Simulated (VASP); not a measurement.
CdF2: single point with PBE

The system is CdF2.

```xyz
3
Lattice="0.0000 2.7399 2.7399 2.7399 0.0000 2.7399 2.7399 2.7399 0.0000" Properties=species:S:1:pos:R:3 pbc="T T T"
Cd    0.0000    0.0000    0.0000
F     1.3700    1.3700    1.3700
F     4.1099    4.1099    4.1099
```

```json
{
  "Program": "VASP 6.6.1",
  "Task": "single point",
  "Functional": "PBE",
  "Potentials or basis": "VASP PAW PBE potentials, release 64 (Cd, F)",
  "Cutoff": "520 eV",
  "k mesh": "6 × 6 × 6",
  "Occupations": "gaussian, width 0.1 eV",
  "Spin": "no spin polarisation"
}
```

```
Pressure               : 0.6 GPa
Band gap on the k mesh : 2.91 eV, indirect (least direct gap 3.45 eV)
```

Levels at points of the mesh, in eV from the valence-band top:
```
           k point  band 9  band 10  band 11  band 12  band 13  band 14  band 15  band 16  band 17  band 18
(0.00, 0.00, 0.00)   -0.83    -0.83    -0.54    -0.54    -0.54     2.91    12.47    12.47    12.47    17.19
(0.50, 0.00, 0.00)   -2.04    -1.64    -1.64    -0.41    -0.41     6.81     9.00    14.07    14.07    17.84
(0.50, 0.50, 0.00)   -2.68    -2.68    -0.39    -0.07    -0.07     7.61     9.39    11.83    13.85    13.85
```

Run time: 37 s on 1 thread of AMD EPYC 7R13, on a shared host, peak memory 0.14 GiB.

A k mesh can miss the band edges.
